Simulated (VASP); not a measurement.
# Ta6HC in VASP: single point with PBE

Aim: the single point of Ta6HC with PBE.

All numbers are computed with VASP 6.6.1; they aren't measurements. Logs are shortened: lines on timing, memory, paths and dates and some standing lists are left out, and cuts for length are marked.

## Step 1: The cell of the first run

The cell holds a slab with vacuum, 16 atoms: a = 5.720 Å, b = 5.720 Å, c = 24.152 Å, α = 90.00°, β = 90.00°, γ = 109.47°.

## Step 2: Single point, PBE

INCAR reads:

```
SYSTEM = Ta6HC
  PREC = Accurate
  ENCUT = 520
  EDIFF = 1E-7
  ISMEAR = -1
  SIGMA = 0.05
  LREAL = Auto
  LASPH = .True.
  NELM = 100
  ALGO = Normal
  ISIF = 2
  LWAVE = .False.
  LCHARG = .False.
  LDIPOL = .True.
  IDIPOL = 3
  DIPOL = 0.5 0.5 0.482
  GGA = PE
  NBANDS = 85
```

KPOINTS reads:

```
Automatic mesh
0
Gamma
  5 5 1
  0 0 0
```

POSCAR reads:

```
Ta6HC
1.0
    5.7202017150      0.0000000000      0.0000000000
   -1.9067339050      5.3930578966      0.0000000000
    0.0000000000      0.0000000000     24.1517251426
Ta C H
12 2 2
Direct
    0.2500000000      0.2500000000      0.3312392781
    0.2500000000      0.7500000000      0.3312392781
    0.7500000000      0.2500000000      0.3312392781
    0.7500000000      0.7500000000      0.3312392781
    0.5000000000      0.5000000000      0.4279306141
    0.5000000000      0.0000000000      0.4279306141
    0.0000000000      0.5000000000      0.4279306141
    0.0000000000      0.0000000000      0.4279306141
    0.7500000000      0.7500000000      0.5246219501
    0.7500000000      0.2500000000      0.5246219501
    0.2500000000      0.7500000000      0.5246219501
    0.2500000000      0.2500000000      0.5246219501
    1.0654572146      0.7209524695      0.6335955321
    1.2349205784      0.8776967381      0.6558465306
    0.9166666667      0.5833333333      0.6140565552
    1.3837045915      1.0153300563      0.6753855075
```

Potentials or basis: VASP PAW PBE potentials, release 64 (Ta_pv, C, H).

The run is started by

```
$ cat potpaw_PBE.64/Ta_pv/POTCAR potpaw_PBE.64/C/POTCAR potpaw_PBE.64/H/POTCAR > POTCAR
$ mpirun -np 1 vasp_std > vasp.out
```

OUTCAR:

```text
SYSTEM = Ta6HC
   PREC = Accurate
   ENCUT = 520
   EDIFF = 1E-7
   ISMEAR = -1
   LREAL = Auto
   LASPH = .True.
   NELM = 100
   ISIF = 2
   GGA = PE

 ion  position               nearest neighbor table
   1  0.250  0.250  0.331-   5 2.86   8 2.86   3 2.86   3 2.86   2 2.86   2 2.86   7 3.30   6 3.30
                             4 3.30   4 3.30
   2  0.250  0.750  0.331-   6 2.86   7 2.86   4 2.86   4 2.86   1 2.86   1 2.86   5 3.30   8 3.30
                             3 3.30   3 3.30
   3  0.750  0.250  0.331-   6 2.86   7 2.86   1 2.86   1 2.86   4 2.86   4 2.86   5 3.30   8 3.30
                             2 3.30   2 3.30
   4  0.750  0.750  0.331-   5 2.86   8 2.86   2 2.86   2 2.86   3 2.86   3 2.86   7 3.30   6 3.30
                             1 3.30   1 3.30
   5  0.500  0.500  0.428-   1 2.86   4 2.86   9 2.86  12 2.86   7 2.86   7 2.86   6 2.86   6 2.86
                            11 3.30   2 3.30   3 3.30  10 3.30   8 3.30   8 3.30
   6  0.500  0.000  0.428-   2 2.86   3 2.86  10 2.86  11 2.86   8 2.86   8 2.86   5 2.86   5 2.86
                             4 3.30  12 3.30   9 3.30   1 3.30   7 3.30   7 3.30
   7  0.000  0.500  0.428-   2 2.86   3 2.86  10 2.86  11 2.86   5 2.86   5 2.86   8 2.86   8 2.86
                             4 3.30  12 3.30   9 3.30   1 3.30   6 3.30   6 3.30
   8  0.000  0.000  0.428-   1 2.86   4 2.86   9 2.86  12 2.86   6 2.86   6 2.86   7 2.86   7 2.86
                            11 3.30   2 3.30   3 3.30  10 3.30   5 3.30   5 3.30
   9  0.750  0.750  0.525-   5 2.86   8 2.86  11 2.86  11 2.86  10 2.86  10 2.86   7 3.30   6 3.30
                            12 3.30  12 3.30
  10  0.750  0.250  0.525-   6 2.86   7 2.86  12 2.86  12 2.86   9 2.86   9 2.86   5 3.30   8 3.30
                            11 3.30  11 3.30
  11  0.250  0.750  0.525-  13 2.82   7 2.86   6 2.86   9 2.86   9 2.86  12 2.86  12 2.86   8 3.30
                             5 3.30  10 3.30  10 3.30
  12  0.250  0.250  0.525-   5 2.86   8 2.86  10 2.86  10 2.86  11 2.86  11 2.86   7 3.30   6 3.30
                             9 3.30   9 3.30
  13  0.065  0.721  0.634-  15 1.06  14 1.21  11 2.82
  14  0.235  0.878  0.656-  16 1.06  13 1.21
  15  0.917  0.583  0.614-  13 1.06
  16  0.384  0.015  0.675-  14 1.06

  LATTYP: Found a base centered orthorhombic cell.
 ALAT       =     6.6051200000
 B/A-ratio  =     1.4142135624
 C/A-ratio  =     3.6565157246

  Lattice vectors:

 A1 = (   5.7202017150,   0.0000000000,   0.0000000000)
 A2 = (  -1.9067339050,   5.3930578966,   0.0000000000)
 A3 = (   0.0000000000,   0.0000000000,  24.1517251426)

Analysis of symmetry for initial positions (statically):
=====================================================================
 Subroutine PRICEL returns:
 Original cell was already a primitive cell.

 Routine SETGRP: Setting up the symmetry group for a
 base centered orthorhombic supercell.

 Subroutine GETGRP returns: Found  1 space group operations
 (whereof  1 operations were pure point group operations)
 out of a pool of  8 trial point group operations.

The static configuration has the point symmetry C_1 .

Analysis of symmetry for dynamics (positions and initial velocities):
=====================================================================
 Subroutine PRICEL returns:
 Original cell was already a primitive cell.

 Routine SETGRP: Setting up the symmetry group for a
 base centered orthorhombic supercell.

 Subroutine GETGRP returns: Found  1 space group operations
 (whereof  1 operations were pure point group operations)
 out of a pool of  8 trial point group operations.

The dynamic configuration has the point symmetry C_1 .

 Subroutine INISYM returns: Found  1 space group operations
 (whereof  1 operations are pure point group operations),
 and found     1 'primitive' translations

----------------------------------------------------------------------------------------

                                     Primitive cell

  volume of cell :     745.0657

  direct lattice vectors                    reciprocal lattice vectors
     5.720201715  0.000000000  0.000000000     0.174819010  0.061807854  0.000000000
    -1.906733905  5.393057897  0.000000000     0.000000000  0.185423561  0.000000000
     0.000000000  0.000000000 24.151725143     0.000000000  0.000000000  0.041404910

  length of vectors
     5.720201715  5.720201715 24.151725143     0.185423561  0.185423561  0.041404910

  position of ions in fractional coordinates (direct lattice)
[... 55 lines left out ...]
     0.000000000  0.000000000  0.000000000

 Subroutine IBZKPT returns following result:
 ===========================================

 Found     13 irreducible k-points:

 Following reciprocal coordinates:
            Coordinates               Weight
  0.000000  0.000000  0.000000      1.000000
  0.200000 -0.000000  0.000000      2.000000
  0.000000  0.200000  0.000000      2.000000
  0.400000  0.000000  0.000000      2.000000
  0.000000  0.400000  0.000000      2.000000
  0.200000  0.200000  0.000000      2.000000
  0.400000  0.200000  0.000000      2.000000
  0.200000  0.400000  0.000000      2.000000
 -0.400000  0.200000  0.000000      2.000000
  0.200000 -0.400000  0.000000      2.000000
 -0.200000  0.200000  0.000000      2.000000
  0.400000  0.400000  0.000000      2.000000
 -0.400000  0.400000  0.000000      2.000000
   k-points           NKPTS =     13   k-points in BZ     NKDIM =     13   number of bands    NBANDS=     85
   number of dos      NEDOS =    301   number of ions     NIONS =     16
   total plane-waves  NPLWV = 414720
   dimension x,y,z NGX =    48 NGY =   48 NGZ =  180
   dimension x,y,z NGXF=    96 NGYF=   96 NGZF=  360
   ions per type =              12   2   2
   NGX,Y,Z   is equivalent  to a cutoff of  13.95, 13.95, 12.39 a.u.
   NGXF,Y,Z  is equivalent  to a cutoff of  27.90, 27.90, 24.78 a.u.
 SYSTEM =  Ta6HC
   PREC   = accura    normal or accurate (medium, high low for compatibility)
   ISTART =      0    job   : 0-new  1-cont  2-samecut
   ICHARG =      2    charge: 1-file 2-atom 10-const
   ISPIN  =      1    spin polarized calculation?
   LNONCOLLINEAR =      F non collinear calculations
   LSORBIT =      F    spin-orbit coupling
   LASPH  =      T    aspherical Exc in radial PAW
   ENCUT  =  520.0 eV  38.22 Ry    6.18 a.u.  10.64 10.64 44.91*2*pi/ulx,y,z
   NELM   =    100;   NELMIN=  2; NELMDL= -5     # of ELM steps
   EDIFF  = 0.1E-06   stopping-criterion for ELM
   LREAL  =      T    real-space projection
   EDIFFG = 0.1E-05   stopping-criterion for IOM
   NSW    =      0    number of steps for IOM
   IBRION =     -1    ionic relax: 0-MD 1-quasi-New 2-CG
   NFREE  =      0    steps in history (QN), initial steepest desc. (CG)
   ISIF   =      2    stress and relaxation
   ISYM   =      2    0-nonsym 1-usesym 2-fastsym
   POTIM  = 0.5000    time-step for ionic-motion
   TEBEG  =    0.0;   TEEND  =   0.0 temperature during run
   PSTRESS=    0.0 pullay stress
   NELECT =     142.0000    total number of electrons
   NUPDOWN=      -1.0000    fix difference up-down
   EMIN   =  10.00;   EMAX   =-10.00  energy-range for DOS
   EFERMI =   0.00;   METHOD = LEGACY
   ISMEAR =    -1;   SIGMA  =   0.05  broadening in eV -4-tet -1-fermi 0-gaus
   EFERMI_NEDOS =   21; number of points for ismear=-14 and -15
   IALGO  =     38    algorithm
   IMIX   =      4    mixing-type and parameters
     AMIX     =   0.40;   BMIX     =  1.00
     AMIX_MAG =   1.60;   BMIX_MAG =  1.00
  volume/ion in A,a.u.               =      46.57       314.25
  Fermi-wavevector in a.u.,A,eV,Ry     =   0.942120  1.780348 12.076389  0.887590
  Thomas-Fermi vector in A             =   2.069698
   LORBIT       =      0    0 simple, 1 ext, 2 COOP (PROOUT), +10 PAW based schemes
   GGA     = PE    functional components
   LHFCALC =     F    Hartree Fock is set to
   AEXX    =    0.0000 exact exchange contribution
   IVDW    =     0    specifies the selected vdW correction
   LEPSILON=     F    determine dielectric tensor
   LRPA    =     F    only Hartree local field effects (RPA)
 non-spin polarized calculation
  energy-cutoff  :      520.00
  volume of cell :      745.07
 maximum number of plane-waves:     20110
 NGX is ok and might be reduce to    48
   NGX = 21   NGY = 21   NGZ = 89

 dipolmoment           0.000000      0.000000      0.880393 electrons x Angstroem

 number of electron     142.0000002 magnetization

 dipolmoment           0.000000      0.000000     -0.218764 electrons x Angstroem

 Free energy of the ion-electron system (eV)
  ---------------------------------------------------
  ext. energy  EPLUGINS =         0.00000000
  ---------------------------------------------------
  free energy    TOTEN  =      -155.42372777 eV

  energy without entropy =     -155.29790886  energy(sigma->0) =     -155.36081832

 E-fermi :  -0.9178     XC(G=0):  -4.9954

 val. band max:       -0.9313523428   @ k =   0.2000   0.2000   0.0000
 cond. band min:      -0.9060207201   @ k =   0.0000   0.0000   0.0000
 fundamental gap:      0.0253316227
 Fermi energy:        -0.9177767881

 k-point     1 :       0.0000    0.0000    0.0000
  band No.  band energies     occupation
      1     -35.4528      2.00000
      2     -35.4281      2.00000
      3     -35.4248      2.00000
      4     -35.3972      2.00000
      5     -35.3747      2.00000
      6     -35.3510      2.00000
[... 1107 lines left out ...]
     82       0.5499      0.00000
     83       0.7482      0.00000
 [bands above 83 left out]

------------------------ aborting loop because EDIFF is reached ----------------------------------------

 vacuum level on the upper side and lower side of the slab       (xc-potential included)        -0.672         0.573

  FORCE on cell =-STRESS in cart. coord.  units (eV):
  Direction    XX          YY          ZZ          XY          YZ          ZX
  --------------------------------------------------------------------------------------
  -------------------------------------------------------------------------------------
  Total      -12.4942024    -11.7722969     -4.8643711      1.7050889      1.0352924      0.7730581
  in kB      -26.8673315    -25.3149577    -10.4602652      3.6665957      2.2262762      1.6623717
  external PRESSURE =     -20.8808515 kB  Pullay stress =       0.0000000 kB

 VOLUME and BASIS-vectors are now :
 -----------------------------------------------------------------------------
  energy-cutoff  :      520.00
  volume of cell :      745.07
      direct lattice vectors                 reciprocal lattice vectors
     5.720201715  0.000000000  0.000000000     0.174819010  0.061807854  0.000000000
    -1.906733905  5.393057897  0.000000000     0.000000000  0.185423561  0.000000000
     0.000000000  0.000000000 24.151725143     0.000000000  0.000000000  0.041404910

 POSITION                                       TOTAL-FORCE (eV/Angst)
 -----------------------------------------------------------------------------------
      0.95337      1.34826      8.00000         0.013044      0.001462      0.318655
      0.00000      4.04479      8.00000         0.017849      0.014268      0.349040
      3.81347      1.34826      8.00000        -0.015304      0.002325      0.297917
      2.86010      4.04479      8.00000        -0.018906     -0.024386      0.328428
      1.90673      2.69653     10.33526        -0.051563      0.055607     -0.032446
      2.86010      0.00000     10.33526         0.023768     -0.022003     -0.117787
[... 8 lines left out ...]
      4.13126      3.14595     14.83053        -0.548417     -0.750749      0.034032
      2.16564      0.08268     16.31173         0.284159      0.321210      0.193918
 -----------------------------------------------------------------------------------
    total drift:                               -0.000300     -0.004634     -0.009331

  FREE ENERGIE OF THE ION-ELECTRON SYSTEM (eV)
  ---------------------------------------------------
  free  energy   TOTEN  =      -155.4237277678 eV

  energy  without entropy=     -155.2979088623  energy(sigma->0) =     -155.36081832

 vacuum level on the upper side and lower side of the slab         2.587         3.854
```

Run time: 26 min. Hardware: 1 thread of AMD EPYC 9R45 (Zen 5), shared host; peak memory 1.1 GiB.

What came out:

```yaml
Free_energy: -155.4237 eV
Largest_force: 0.930 eV/Å
Band_gap_on_the_k_mesh: zero (bands 71 and 72 overlap by 0.71 eV)
```

Forces in eV/Å, atoms in the order of the input:
```
Ta   0.013  0.001  0.319
Ta   0.018  0.014  0.349
Ta  -0.015  0.002  0.298
Ta  -0.019 -0.024  0.328
Ta  -0.052  0.056 -0.032
Ta   0.024 -0.022 -0.118
Ta   0.060 -0.024 -0.027
Ta  -0.008 -0.001  0.070
Ta  -0.232  0.089 -0.536
Ta  -0.045 -0.201 -0.720
Ta   0.308  0.001  0.232
Ta  -0.022  0.114 -0.442
C   -0.411 -0.200 -0.169
C    0.645  0.626  0.220
H   -0.548 -0.751  0.034
H    0.284  0.321  0.194
```

Caveat: spin-orbit coupling is left out, which moves the levels of the heavy elements.

The gap in the log of VASP goes by the Fermi energy; the results here count the filled bands.